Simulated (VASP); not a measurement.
# LiBr (Fm-3m) in VASP: a series of runs, part 2 of 3

VASP 6.6.1. The steps go on from the part before.

## (4) Electric field gradients, r2SCAN+D3(BJ)

POSCAR reads:

```
LiBr
1.0
    0.0000000000      2.6675826783      2.6675826783
    2.6675826783      0.0000000000      2.6675826783
    2.6675826783      2.6675826783      0.0000000000
Li Br
1 1
Direct
    0.0000000000      0.0000000000      0.0000000000
    0.5000000000      0.5000000000      0.5000000000
```

INCAR.step1 reads:

```
SYSTEM = LiBr
  PREC = Accurate
  ENCUT = 720
  ISMEAR = -1
  SIGMA = 0.15
  LREAL = .False.
  LASPH = .True.
  NELM = 120
  NBANDS = 12
  GGA = PE
  ALGO = Normal
  EDIFF = 1E-5
  LWAVE = .True.
  LCHARG = .False.
  GGA_COMPAT = .False.
```

INCAR.step2 reads:

```
SYSTEM = LiBr
  PREC = Accurate
  ENCUT = 720
  EDIFF = 1E-8
  ISMEAR = -1
  SIGMA = 0.15
  LREAL = .False.
  LASPH = .True.
  NELM = 120
  ALGO = Normal
  ISIF = 2
  LWAVE = .False.
  LCHARG = .False.
  METAGGA = R2SCAN
  LMIXTAU = .True.
  IVDW = 12
  VDW_S6 = 1.0
  VDW_S8 = 0.78981345
  VDW_A1 = 0.49484001
  VDW_A2 = 5.73083694
  LEFG = .True.
  NBANDS = 12
  ISTART = 1
  GGA_COMPAT = .False.
```

KPOINTS reads:

```
regular mesh
0
Gamma
  10 10 10
  0 0 0
```

Potentials or basis: VASP PAW PBE potentials, release 64 (Li_sv, Br).

Run with:

```console
$ cat potpaw_PBE.64/Li_sv/POTCAR potpaw_PBE.64/Br/POTCAR > POTCAR
$ cp INCAR.step1 INCAR
$ mpirun -np 1 vasp_std > vasp.out
$ cp INCAR.step2 INCAR
$ mpirun -np 1 vasp_std > vasp.out
```

OUTCAR:

```text
SYSTEM = LiBr
   PREC = Accurate
   ENCUT = 720
   EDIFF = 1E-8
   ISMEAR = -1
   LREAL = .False.
   LASPH = .True.
   NELM = 120
   ISIF = 2
   METAGGA = R2SCAN
   IVDW = 12
   ISTART = 1
 IVDW          = 12

 ion  position               nearest neighbor table
   1  0.000  0.000  0.000-   2 2.67   2 2.67   2 2.67   2 2.67   2 2.67   2 2.67
   2  0.500  0.500  0.500-   1 2.67   1 2.67   1 2.67   1 2.67   1 2.67   1 2.67

  LATTYP: Found a face centered cubic cell.
 ALAT       =     5.3351653566

  Lattice vectors:

 A1 = (   0.0000000000,   2.6675826783,   2.6675826783)
 A2 = (   2.6675826783,   0.0000000000,   2.6675826783)
 A3 = (   2.6675826783,   2.6675826783,   0.0000000000)

Analysis of symmetry for initial positions (statically):
=====================================================================
 Subroutine PRICEL returns:
 Original cell was already a primitive cell.

 Routine SETGRP: Setting up the symmetry group for a
 face centered cubic supercell.

 Subroutine GETGRP returns: Found 48 space group operations
 (whereof 48 operations were pure point group operations)
 out of a pool of 48 trial point group operations.

The static configuration has the point symmetry O_h .

Analysis of symmetry for dynamics (positions and initial velocities):
=====================================================================
 Subroutine PRICEL returns:
 Original cell was already a primitive cell.

 Routine SETGRP: Setting up the symmetry group for a
 face centered cubic supercell.

 Subroutine GETGRP returns: Found 48 space group operations
 (whereof 48 operations were pure point group operations)
 out of a pool of 48 trial point group operations.
[... 506 lines left out ...]
      4      -0.5997      2.00000
      5      -0.4450      2.00000
      6       8.3870      0.00000
      7       8.9753      0.00000
      8      11.6266      0.00000
      9      13.1647      0.00000
     10      14.3470      0.00000
     11      17.4727      0.00000
     12      19.4125      0.00000

 [... further k-points ...]

------------------------ aborting loop because EDIFF is reached ----------------------------------------

 Edisp (eV)   -0.24640

 E8    (eV) :    -0.0763

  FORCE on cell =-STRESS in cart. coord.  units (eV):
  Direction    XX          YY          ZZ          XY          YZ          ZX
  --------------------------------------------------------------------------------------
  -------------------------------------------------------------------------------------
  Total       0.29943     0.29943     0.29943     0.00000     0.00000     0.00000
  in kB      12.63653    12.63653    12.63653     0.00000     0.00000     0.00000
  external pressure =       12.64 kB  Pullay stress =        0.00 kB

 VOLUME and BASIS-vectors are now :
 -----------------------------------------------------------------------------
  energy-cutoff  :      720.00
  volume of cell :       37.97
      direct lattice vectors                 reciprocal lattice vectors
     0.000000000  2.667582678  2.667582678    -0.187435615  0.187435615  0.187435615
     2.667582678  0.000000000  2.667582678     0.187435615 -0.187435615  0.187435615
     2.667582678  2.667582678  0.000000000     0.187435615  0.187435615 -0.187435615

 POSITION                                       TOTAL-FORCE (eV/Angst)
 -----------------------------------------------------------------------------------
      0.00000      0.00000      0.00000        -0.000000     -0.000000     -0.000000
      2.66758      2.66758      2.66758         0.000000      0.000000      0.000000
 -----------------------------------------------------------------------------------
    total drift:                                0.000000      0.000000      0.000000

  FREE ENERGIE OF THE ION-ELECTRON SYSTEM (eV)
  ---------------------------------------------------
  free  energy   TOTEN  =       -19.3820413083 eV

  energy  without entropy=      -19.3820413080  energy(sigma->0) =      -19.38204131

 Electric field gradients (V/A^2)
---------------------------------------------------------------------
 ion       V_xx      V_yy      V_zz      V_xy      V_xz      V_yz
---------------------------------------------------------------------
   1       0.000    -0.000    -0.000    -0.002    -0.002    -0.002
   2      -0.000    -0.000     0.000     0.000     0.000     0.000
---------------------------------------------------------------------

 Electric field gradients after diagonalization (V/A^2)
 (convention: |V_zz| > |V_xx| > |V_yy|)
----------------------------------------------------------------------
 ion       V_xx      V_yy      V_zz     asymmetry (V_yy - V_xx)/ V_zz
----------------------------------------------------------------------
   1       0.002     0.002    -0.004       0.000
   2      -0.000    -0.000     0.001       0.000
----------------------------------------------------------------------

           NMR quadrupolar parameters

 Cq : quadrupolar parameter    Cq=e*Q*V_zz/h
 eta: asymmetry parameters     (V_yy - V_xx)/ V_zz
 Q  : nuclear electric quadrupole moment in mb (millibarn)
----------------------------------------------------------------------
 ion       Cq(MHz)       eta       Q (mb)
----------------------------------------------------------------------
   1      -0.000       0.000       1.000
   2       0.000       0.000       1.000
----------------------------------------------------------------------
```

OSZICAR.step1:

```text
N       E                     dE             d eps       ncg     rms          rms(c)
DAV:   1     0.483327208691E+02    0.48333E+02   -0.49482E+03  1128   0.963E+02
DAV:   2    -0.350788842864E+01   -0.51841E+02   -0.48857E+02  1428   0.151E+02
DAV:   3    -0.654079212721E+01   -0.30329E+01   -0.30215E+01  1476   0.377E+01
DAV:   4    -0.663011884049E+01   -0.89327E-01   -0.89284E-01  1548   0.608E+00
DAV:   5    -0.663099849867E+01   -0.87966E-03   -0.87963E-03  1476   0.551E-01    0.209E+00
DAV:   6    -0.660390419036E+01    0.27094E-01   -0.50728E-02  1416   0.108E+00    0.129E+00
DAV:   7    -0.660610831732E+01   -0.22041E-02   -0.34051E-02  1564   0.101E+00    0.434E-01
DAV:   8    -0.660798308884E+01   -0.18748E-02   -0.34981E-03  1356   0.401E-01    0.665E-02
DAV:   9    -0.660797150554E+01    0.11583E-04   -0.73804E-05  1336   0.622E-02    0.220E-02
DAV:  10    -0.660799861277E+01   -0.27107E-04   -0.40422E-05  1348   0.438E-02    0.119E-02
DAV:  11    -0.660799987419E+01   -0.12614E-05   -0.32844E-06   732   0.113E-02
   1 F= -.66079999E+01 E0= -.66079999E+01  d E =-.407140E-08
```

It took 3.1 min on 1 thread of Intel Xeon Platinum 8488C (Sapphire Rapids), shared host; peak memory 0.24 GiB.

Results:

| Property | Result |
| --- | --- |
| Free energy | -19.3820 eV |
| Pressure | 1.3 GPa |
| Band gap on the k mesh | 6.36 eV, indirect (the least direct gap lies 0.5 meV higher) |
| Dispersion energy per atom | -0.123 eV |

Levels at points of the mesh, in eV from the valence-band top:
| k point | band 2 | band 3 | band 4 | band 5 | band 6 | band 7 | band 8 | band 9 |
| --- | --- | --- | --- | --- | --- | --- | --- | --- |
| (0.00, 0.00, 0.00) | -14.25 | 0.00 | 0.00 | 0.00 | 6.36 | 11.28 | 11.28 | 11.28 |
| (0.50, 0.00, 0.00) | -13.63 | -3.31 | -0.33 | -0.33 | 6.45 | 8.89 | 8.89 | 14.01 |
| (0.50, 0.50, 0.00) | -13.37 | -3.36 | -1.35 | -1.35 | 7.24 | 7.58 | 13.57 | 14.32 |

Caveat: without QUAD_EFG the Cq values of the log hold for a quadrupole moment of 1 mb, not for the nuclei; the PAW data sets were made with another functional, which shifts forces and pressure a little. r2SCAN opens gaps a little over a GGA but as a rule still falls short of measured ones.

## (5) Electric field gradients, r2SCAN

This run uses another cell than the first one, of 20.18 Å³/atom, 1.063 times its volume.

POSCAR reads:

```
LiBr
1.0
    0.0000000000      2.7226905798      2.7226905798
    2.7226905798      0.0000000000      2.7226905798
    2.7226905798      2.7226905798      0.0000000000
Li Br
1 1
Direct
    0.0000000000      0.0000000000      0.0000000000
    0.5000000000      0.5000000000      0.5000000000
```

INCAR.step1 reads:

```
PREC = Accurate
ENCUT = 720
ISMEAR = -1
SIGMA = 0.03
LREAL = F
LASPH = T
NELM = 120
NBANDS = 12
GGA = PE
ALGO = Normal
EDIFF = 1E-5
LWAVE = T
LCHARG = F
GGA_COMPAT = F
```

INCAR.step2 reads:

```
PREC = Accurate
ENCUT = 720
EDIFF = 1E-8
ISMEAR = -1
SIGMA = 0.03
LREAL = F
LASPH = T
NELM = 120
ALGO = Normal
ISIF = 2
LWAVE = F
LCHARG = F
METAGGA = R2SCAN
LMIXTAU = T
LEFG = T
NBANDS = 12
ISTART = 1
GGA_COMPAT = F
```

KPOINTS reads:

```
regular mesh
0
Gamma
  10 10 10
```

Potentials or basis: VASP PAW PBE potentials, release 64 (Li_sv, Br).

Run with:

```console
$ cat potpaw_PBE.64/Li_sv/POTCAR potpaw_PBE.64/Br/POTCAR > POTCAR
$ cp INCAR.step1 INCAR
$ mpirun -np 1 vasp_std > vasp.out
$ cp INCAR.step2 INCAR
$ mpirun -np 1 vasp_std > vasp.out
```

OUTCAR:

```text
PREC = Accurate
   ENCUT = 720
   EDIFF = 1E-8
   ISMEAR = -1
   LREAL = F
   LASPH = T
   NELM = 120
   ISIF = 2
   METAGGA = R2SCAN
   ISTART = 1

 ion  position               nearest neighbor table
   1  0.000  0.000  0.000-
   2  0.500  0.500  0.500-

  LATTYP: Found a face centered cubic cell.
 ALAT       =     5.4453811596

  Lattice vectors:

 A1 = (   0.0000000000,   2.7226905798,   2.7226905798)
 A2 = (   2.7226905798,   0.0000000000,   2.7226905798)
 A3 = (   2.7226905798,   2.7226905798,   0.0000000000)

Analysis of symmetry for initial positions (statically):
=====================================================================
 Subroutine PRICEL returns:
 Original cell was already a primitive cell.

 Routine SETGRP: Setting up the symmetry group for a
 face centered cubic supercell.

[... 547 lines left out ...]
  energy-cutoff  :      720.00
  volume of cell :       40.37
      direct lattice vectors                 reciprocal lattice vectors
     0.000000000  2.722690580  2.722690580    -0.183641874  0.183641874  0.183641874
     2.722690580  0.000000000  2.722690580     0.183641874 -0.183641874  0.183641874
     2.722690580  2.722690580  0.000000000     0.183641874  0.183641874 -0.183641874

 POSITION                                       TOTAL-FORCE (eV/Angst)
 -----------------------------------------------------------------------------------
      0.00000      0.00000      0.00000        -0.000000     -0.000000     -0.000000
      2.72269      2.72269      2.72269         0.000000      0.000000      0.000000
 -----------------------------------------------------------------------------------
    total drift:                                0.000000      0.000000      0.000000

  FREE ENERGIE OF THE ION-ELECTRON SYSTEM (eV)
  ---------------------------------------------------
  free  energy   TOTEN  =       -19.1527952695 eV

  energy  without entropy=      -19.1527952695  energy(sigma->0) =      -19.15279527

 Electric field gradients (V/A^2)
---------------------------------------------------------------------
 ion       V_xx      V_yy      V_zz      V_xy      V_xz      V_yz
---------------------------------------------------------------------
   1      -0.000     0.000    -0.000    -0.001    -0.001    -0.001
   2      -0.000     0.000    -0.000    -0.000    -0.000    -0.000
---------------------------------------------------------------------

 Electric field gradients after diagonalization (V/A^2)
 (convention: |V_zz| > |V_xx| > |V_yy|)
----------------------------------------------------------------------
 ion       V_xx      V_yy      V_zz     asymmetry (V_yy - V_xx)/ V_zz
----------------------------------------------------------------------
   1       0.001     0.001    -0.002       0.000
   2       0.000     0.000    -0.000       0.000
----------------------------------------------------------------------

           NMR quadrupolar parameters

 Cq : quadrupolar parameter    Cq=e*Q*V_zz/h
 eta: asymmetry parameters     (V_yy - V_xx)/ V_zz
 Q  : nuclear electric quadrupole moment in mb (millibarn)
----------------------------------------------------------------------
 ion       Cq(MHz)       eta       Q (mb)
----------------------------------------------------------------------
   1      -0.000       0.000       1.000
   2      -0.000       0.000       1.000
----------------------------------------------------------------------
```

OUTCAR.step1:

```text
PREC = Accurate
   ENCUT = 720
   ISMEAR = -1
   LREAL = F
   LASPH = T
   NELM = 120
[... 579 lines left out ...]
 -----------------------------------------------------------------------------------
      0.00000      0.00000      0.00000        -0.000000     -0.000000      0.000000
      2.72269      2.72269      2.72269         0.000000      0.000000     -0.000000
 -----------------------------------------------------------------------------------
    total drift:                                0.000000      0.000000      0.000000

  FREE ENERGIE OF THE ION-ELECTRON SYSTEM (eV)
  ---------------------------------------------------
  free  energy   TOTEN  =        -6.6375568605 eV

  energy  without entropy=       -6.6375568605  energy(sigma->0) =       -6.63755686
```

OSZICAR.step1:

```text
N       E                     dE             d eps       ncg     rms          rms(c)
DAV:   1     0.474157487213E+02    0.47416E+02   -0.46866E+03  1128   0.948E+02
DAV:   2    -0.357200277842E+01   -0.50988E+02   -0.48303E+02  1436   0.151E+02
DAV:   3    -0.656516814375E+01   -0.29932E+01   -0.29837E+01  1516   0.373E+01
DAV:   4    -0.666277767190E+01   -0.97610E-01   -0.97576E-01  1540   0.588E+00
DAV:   5    -0.666375961798E+01   -0.98195E-03   -0.98191E-03  1508   0.563E-01    0.199E+00
DAV:   6    -0.663303513483E+01    0.30724E-01   -0.59191E-02  1392   0.113E+00    0.122E+00
DAV:   7    -0.663534234411E+01   -0.23072E-02   -0.36986E-02  1568   0.103E+00    0.436E-01
DAV:   8    -0.663756491208E+01   -0.22226E-02   -0.39889E-03  1356   0.425E-01    0.667E-02
DAV:   9    -0.663755686047E+01    0.80516E-05   -0.92380E-05  1364   0.699E-02
   1 F= -.66375569E+01 E0= -.66375569E+01  d E =-.185044E-10
```

Run time: 3.5 min. Hardware: 1 thread of Intel Xeon Platinum 8488C (Sapphire Rapids), shared host; peak memory 0.23 GiB.

Results:

* Free energy: -19.1528 eV
* Pressure: 0.1 GPa
* Band gap on the k mesh: 6.03 eV, direct

Caveat: without QUAD_EFG the Cq values of the log hold for a quadrupole moment of 1 mb, not for the nuclei; the PAW data sets were made with another functional, which shifts forces and pressure a little. r2SCAN opens gaps a little over a GGA but as a rule still falls short of measured ones.

(Continued in part 3 of 3.)
